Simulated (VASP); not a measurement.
# Re (P6_3/mmc) in VASP: settings compared, part 2 of 2

VASP 6.6.1. Earlier steps stand in the parts before.

### Step 3. Relaxation of cell and atoms, PBE

INCAR

```
ALGO = Normal
EDIFF = 1E-7
EDIFFG = -0.01
ENCUT = 600
GGA = PE
IBRION = 2
ISIF = 3
ISMEAR = -1
LASPH = T
LCHARG = F
LREAL = F
LWAVE = F
NELM = 60
NSW = 60
PREC = Accurate
SIGMA = 0.05
```

KPOINTS

```
k-points
0
Gamma
  11 11 3
```

POSCAR

```
Re
1.0
    2.7663873939      0.0000000000      0.0000000000
   -1.3831936969      2.3957617598      0.0000000000
    0.0000000000      0.0000000000      8.9388451600
Re
4
Direct
    0.6666666667      0.3333333333      0.7500000000
    0.0000000000      0.0000000000      0.5000000000
    0.3333333333      0.6666666667      0.2500000000
    0.0000000000      0.0000000000      0.0000000000
```

Potentials or basis: VASP PAW PBE potentials, release 64 (Re).

On the command line:

```
$ cat potpaw_PBE.64/Re/POTCAR > POTCAR
$ mpirun -np 1 vasp_std > vasp.out
```

OUTCAR:

```text
EDIFF = 1E-7
   EDIFFG = -0.01
   ENCUT = 600
   GGA = PE
   IBRION = 2
   ISIF = 3
   ISMEAR = -1
   LASPH = T
   LREAL = F
   NELM = 60
   NSW = 60
   PREC = Accurate

 ion  position               nearest neighbor table
   1  0.667  0.333  0.750-   2 2.75   4 2.75   2 2.75   4 2.75   2 2.75   4 2.75
   2  0.000  0.000  0.500-   1 2.75   3 2.75   3 2.75   1 2.75   1 2.75   3 2.75
   3  0.333  0.667  0.250-   2 2.75   4 2.75   2 2.75   4 2.75   2 2.75   4 2.75
   4  0.000  0.000  0.000-   1 2.75   3 2.75   3 2.75   1 2.75   1 2.75   3 2.75

  LATTYP: Found a hexagonal cell.
 ALAT       =     2.7663873939
 C/A-ratio  =     3.2312340563

  Lattice vectors:

 A1 = (   2.7663873939,   0.0000000000,   0.0000000000)
 A2 = (  -1.3831936969,   2.3957617598,   0.0000000000)
 A3 = (   0.0000000000,   0.0000000000,   8.9388451600)

Analysis of symmetry for initial positions (statically):
=====================================================================
 Subroutine PRICEL returns:
 Original cell was already a primitive cell.

 Routine SETGRP: Setting up the symmetry group for a
 hexagonal supercell.

 Subroutine GETGRP returns: Found 24 space group operations
 (whereof 12 operations were pure point group operations)
 out of a pool of 24 trial point group operations.

The static configuration has the point symmetry D_3d.
 The point group associated with its full space group is D_6h.

Analysis of symmetry for dynamics (positions and initial velocities):
=====================================================================
 Subroutine PRICEL returns:
 Original cell was already a primitive cell.

 Routine SETGRP: Setting up the symmetry group for a
 hexagonal supercell.

 Subroutine GETGRP returns: Found 24 space group operations
 (whereof 12 operations were pure point group operations)
 out of a pool of 24 trial point group operations.

The dynamic configuration has the point symmetry D_3d.
 The point group associated with its full space group is D_6h.

 Subroutine INISYM returns: Found 24 space group operations
 (whereof 12 operations are pure point group operations),
 and found     1 'primitive' translations

----------------------------------------------------------------------------------------

                                     Primitive cell

  volume of cell :      59.2431

  direct lattice vectors                    reciprocal lattice vectors
     2.766387394  0.000000000  0.000000000     0.361482272  0.208701887  0.000000000
    -1.383193697  2.395761760  0.000000000     0.000000000  0.417403774  0.000000000
     0.000000000  0.000000000  8.938845160     0.000000000  0.000000000  0.111871274

  length of vectors
     2.766387394  2.766387394  8.938845160     0.417403774  0.417403774  0.111871274

  position of ions in fractional coordinates (direct lattice)
     0.666666667  0.333333333  0.750000000
     0.000000000  0.000000000  0.500000000
     0.333333333  0.666666667  0.250000000
     0.000000000  0.000000000  0.000000000

  ion indices of the primitive-cell ions
   primitive index   ion index
                 1           1
                 2           2
                 3           3
                 4           4

[... 51 lines left out ...]
  0.181818  0.090909  0.333333     24.000000
 [... further k-points ...]
   k-points           NKPTS =     32   k-points in BZ     NKDIM =     32   number of bands    NBANDS=     18
   number of dos      NEDOS =    301   number of ions     NIONS =      4
   total plane-waves  NPLWV =  41472
   dimension x,y,z NGX =    24 NGY =   24 NGZ =   72
   dimension x,y,z NGXF=    48 NGYF=   48 NGZF=  144
   ions per type =               4
   NGX,Y,Z   is equivalent  to a cutoff of  14.42, 14.42, 13.39 a.u.
   NGXF,Y,Z  is equivalent  to a cutoff of  28.85, 28.85, 26.78 a.u.
 SYSTEM =  unknown system
   PREC   = accura    normal or accurate (medium, high low for compatibility)
   ISTART =      0    job   : 0-new  1-cont  2-samecut
   ICHARG =      2    charge: 1-file 2-atom 10-const
   ISPIN  =      1    spin polarized calculation?
   LNONCOLLINEAR =      F non collinear calculations
   LSORBIT =      F    spin-orbit coupling
   LASPH  =      T    aspherical Exc in radial PAW
   ENCUT  =  600.0 eV  44.10 Ry    6.64 a.u.   5.53  5.53 17.85*2*pi/ulx,y,z
   NELM   =     60;   NELMIN=  2; NELMDL= -5     # of ELM steps
   EDIFF  = 0.1E-06   stopping-criterion for ELM
   LREAL  =      F    real-space projection
   EDIFFG = -.1E-01   stopping-criterion for IOM
   NSW    =     60    number of steps for IOM
   IBRION =      2    ionic relax: 0-MD 1-quasi-New 2-CG
   NFREE  =      1    steps in history (QN), initial steepest desc. (CG)
   ISIF   =      3    stress and relaxation
   ISYM   =      2    0-nonsym 1-usesym 2-fastsym
   POTIM  = 0.5000    time-step for ionic-motion
   TEBEG  =    0.0;   TEEND  =   0.0 temperature during run
   PSTRESS=    0.0 pullay stress
   NELECT =      28.0000    total number of electrons
   NUPDOWN=      -1.0000    fix difference up-down
   EMIN   =  10.00;   EMAX   =-10.00  energy-range for DOS
   EFERMI =   0.00;   METHOD = LEGACY
   ISMEAR =    -1;   SIGMA  =   0.05  broadening in eV -4-tet -1-fermi 0-gaus
   EFERMI_NEDOS =   21; number of points for ismear=-14 and -15
   IALGO  =     38    algorithm
   IMIX   =      4    mixing-type and parameters
     AMIX     =   0.40;   BMIX     =  1.00
     AMIX_MAG =   1.60;   BMIX_MAG =  1.00
  volume/ion in A,a.u.               =      14.81        99.95
  Fermi-wavevector in a.u.,A,eV,Ry     =   1.275209  2.409796 22.125236  1.626159
  Thomas-Fermi vector in A             =   2.407934
   LORBIT       =      0    0 simple, 1 ext, 2 COOP (PROOUT), +10 PAW based schemes
   GGA     = PE    functional components
   LHFCALC =     F    Hartree Fock is set to
   AEXX    =    0.0000 exact exchange contribution
   IVDW    =     0    specifies the selected vdW correction
   LEPSILON=     F    determine dielectric tensor
   LRPA    =     F    only Hartree local field effects (RPA)
 conjugate gradient relaxation of ions
 non-spin polarized calculation
  energy-cutoff  :      600.00
  volume of cell :       59.24
 maximum number of plane-waves:      2016
 NGX is ok and might be reduce to    24
   NGX = 11   NGY = 11   NGZ = 35

--------------------------------------- Ionic step        1  -------------------------------------------

 number of electron      28.0000000 magnetization

 Free energy of the ion-electron system (eV)
  ---------------------------------------------------
  ext. energy  EPLUGINS =         0.00000000
  ---------------------------------------------------
  free energy    TOTEN  =       -49.71159565 eV

  energy without entropy =      -49.68722339  energy(sigma->0) =      -49.69940952

------------------------ aborting loop because EDIFF is reached ----------------------------------------

  FORCE on cell =-STRESS in cart. coord.  units (eV):
  Direction    XX          YY          ZZ          XY          YZ          ZX
  --------------------------------------------------------------------------------------
  -------------------------------------------------------------------------------------
  Total        1.0522930      1.0522930      1.2017945      0.0000000      0.0000000      0.0000000
  in kB       28.4583170     28.4583170     32.5014503      0.0000000      0.0000000      0.0000000
  external PRESSURE =      29.8060281 kB  Pullay stress =       0.0000000 kB
[... 139 lines left out ...]
--------------------------------------- Ionic step        5  -------------------------------------------

 number of electron      28.0000000 magnetization

 Free energy of the ion-electron system (eV)
  ---------------------------------------------------
  ext. energy  EPLUGINS =         0.00000000
  ---------------------------------------------------
  free energy    TOTEN  =       -49.71588440 eV

  energy without entropy =      -49.69160635  energy(sigma->0) =      -49.70374538

 E-fermi :   7.7966     XC(G=0): -13.6509

 val. band max:        7.7899862316   @ k =   0.1818   0.0909   0.3333
 cond. band min:       7.7969002587   @ k =   0.3636   0.2727   0.3333
 fundamental gap:      0.0069140271
 Fermi energy:         7.7966286268

 k-point     1 :       0.0000    0.0000    0.0000
  band No.  band energies     occupation
      1      -2.0582      2.00000
      2       0.2247      2.00000
      3       0.3010      2.00000
      4       1.2065      2.00000
      5       5.2903      2.00000
      6       5.3818      2.00000
[... 481 lines left out ...]
      5       3.8639      2.00000
      6       4.1368      2.00000
[... 10 lines left out ...]
     17       8.5290      0.00000
     18       8.8530      0.00000

 [... further k-points ...]

------------------------ aborting loop because EDIFF is reached ----------------------------------------

  FORCE on cell =-STRESS in cart. coord.  units (eV):
  Direction    XX          YY          ZZ          XY          YZ          ZX
  --------------------------------------------------------------------------------------
  -------------------------------------------------------------------------------------
  Total        0.0383369      0.0383369     -0.0285930      0.0000000      0.0000000     -0.0000000
  in kB        1.0287860      1.0287860     -0.7673060      0.0000000      0.0000000     -0.0000000
  external PRESSURE =       0.4300887 kB  Pullay stress =       0.0000000 kB
[... 19 lines left out ...]
  FREE ENERGIE OF THE ION-ELECTRON SYSTEM (eV)
  ---------------------------------------------------
  free  energy   TOTEN  =       -49.7158843974 eV

  energy  without entropy=      -49.6916063540  energy(sigma->0) =      -49.70374538

 reached required accuracy - stopping structural energy minimisation
```

CONTCAR:

```text
Re
   1.00000000000000
     2.7724398477437915    0.0000000000001262   -0.0000000000000000
    -1.3862199238216772    2.4010033385837199   -0.0000000000000000
     0.0000000000000000    0.0000000000000000    8.9690702182651201
  Re
     4
Direct
     0.6666666667000030    0.3333333332999970    0.7500000000000000
     0.0000000000000000    0.0000000000000000    0.5000000000000000
     0.3333333332999970    0.6666666667000030    0.2500000000000000
     1.0000000000000000    0.0000000000000000    0.0000000000000000

  0.00000000E+00  0.00000000E+00  0.00000000E+00
  0.00000000E+00  0.00000000E+00  0.00000000E+00
  0.00000000E+00  0.00000000E+00  0.00000000E+00
  0.00000000E+00  0.00000000E+00  0.00000000E+00
```

It took 84 s on 1 thread of Intel Xeon 6975P-C (Granite Rapids), shared host; peak memory 0.22 GiB.

Results:

| Quantity | Value |
| --- | --- |
| Free energy | -49.7159 eV |
| Relaxed volume | 14.93 Å³/atom |
| Relaxed cell | a = 2.772 Å, b = 2.772 Å, c = 8.969 Å, α = 90.00°, β = 90.00°, γ = 120.00° |
| Space group after relaxing (to 0.1 Å) | P6_3/mmc (No. 194) |
| Energy gained by relaxing | 1.1 meV/atom |
| Ionic steps | 5 |
| Pressure after relaxing | 0.0 GPa |

Stress tensor (GPa, compression positive):
```
 0.10  0.00  0.00
 0.00  0.10  0.00
 0.00  0.00 -0.08
```

The path:
```csv
step,energy change (eV),largest force (eV/Å),pressure (GPa),volume (Å³)
1,0.0000,0.0000,2.98,59.24
2,0.0642,0.0000,-11.01,61.64
3,-0.0043,0.0000,-0.03,59.72
4,-0.0043,0.0000,0.01,59.71
5,-0.0043,0.0000,0.04,59.70
```

Final structure:
```
Re
1.0
     2.77244    0.00000    0.00000
    -1.38622    2.40100    0.00000
     0.00000    0.00000    8.96907
Re
4
Direct
  0.66667 0.33333 0.75000
  0.00000 0.00000 0.50000
  0.33333 0.66667 0.25000
  0.00000 0.00000 0.00000
```

Caveat: the highest band is partly filled, so the run has too few bands; spin-orbit coupling is left out, which moves the levels of the heavy elements.

### Step 4. Relaxation of cell and atoms, PBEsol

INCAR

```
SYSTEM = Re
ALGO     = Normal         ! electronic algorithm
EDIFF    = 1E-7           ! SCF threshold, eV
EDIFFG   = -0.01          ! ionic threshold
ENCUT    = 600            ! plane-wave cutoff, eV
GGA      = PS             ! functional
IBRION   = 2              ! ionic algorithm
ISIF     = 3              ! what is computed and relaxed
ISMEAR   = -1             ! smearing method
LASPH    = .TRUE.         ! aspherical terms in the spheres
LCHARG   = .FALSE.        ! write CHGCAR
LREAL    = .FALSE.        ! projectors in reciprocal space
LWAVE    = .FALSE.        ! write WAVECAR
NELM     = 60             ! most SCF steps
NSW      = 60             ! ionic steps
PREC     = Accurate       ! precision mode
SIGMA    = 0.05           ! smearing width, eV
```

KPOINTS

```
k-points
0
G
  11 11 3
  0 0 0
```

POSCAR is that of step 3.

On the command line:

```
$ cat potpaw_PBE.64/Re/POTCAR > POTCAR
$ mpirun -np 1 vasp_std > vasp.out
```

Wall time 69 s (1 thread of Intel Xeon 6975P-C (Granite Rapids), shared host); peak memory 0.22 GiB.

The run converged. Its results:

```yaml
Free_energy: -53.4876 eV
Relaxed_volume: 14.55 Å³/atom
Relaxed_cell: a = 2.750 Å, b = 2.750 Å, c = 8.888 Å, α = 90.00°, β = 90.00°, γ = 120.00°
Space_group_after_relaxing_to_0.1_Å: P6_3/mmc (No. 194)
Energy_gained_by_relaxing: 5.6 meV/atom
Ionic_steps: 4
Pressure_after_relaxing: 0.0 GPa
```

Stress tensor (GPa, compression positive):
```
-0.08  0.00  0.00
 0.00 -0.08  0.00
 0.00  0.00  0.06
```

Step by step:
```tsv
step	energy change (eV)	largest force (eV/Å)	pressure (GPa)	volume (Å³)
1	0.0000	0.0000	-6.77	59.24
2	0.4053	0.0000	35.08	54.03
3	-0.0222	0.0000	-0.23	58.25
4	-0.0223	0.0000	-0.04	58.21
```

Final structure:
```
Re
1.0
     2.75008    0.00000    0.00000
    -1.37504    2.38164    0.00000
     0.00000    0.00000    8.88805
Re
4
Direct
  0.66667 0.33333 0.75000
  0.00000 0.00000 0.50000
  0.33333 0.66667 0.25000
  0.00000 0.00000 0.00000
```

Levels at points of the mesh, in eV from the Fermi level:
| k point | band 12 | band 13 | band 14 | band 15 | band 16 | band 17 |
| --- | --- | --- | --- | --- | --- | --- |
| (0.00, 0.00, 0.00) | -1.25 | -1.25 | -1.13 | -1.13 | 0.53 | 0.65 |

Caveat: the highest band is partly filled, so the run has too few bands; the PAW data sets were made with another functional, which shifts forces and pressure a little; spin-orbit coupling is left out, which moves the levels of the heavy elements.

### Step 5. Summary

| task | level | cell | k mesh | cutoff (eV) | pressure (GPa) | relaxed volume (Å³/atom) |
| --- | --- | --- | --- | --- | --- | --- |
| single point | PBE | as given | 15 × 15 × 4 | 520 | 3.0 | - |
| relaxation of cell and atoms | PBE | relaxed | 11 × 11 × 3 | 600 | 0.0 | 14.93 |
| relaxation of cell and atoms | PBEsol | relaxed | 11 × 11 × 3 | 600 | 0.0 | 14.55 |

Alike in all rows: potentials or basis VASP PAW PBE potentials, release 64 (Re); no spin polarisation; smearing fermi-dirac 0.05 eV.

Caveats: spin-orbit coupling is left out, which moves the levels of the heavy elements; the highest band is partly filled, so the run has too few bands (at least some runs); the PAW data sets were made with another functional, which shifts forces and pressure a little (at least some runs).

Total energies depend on the potentials used, so only differences within one code and one set of settings carry meaning.
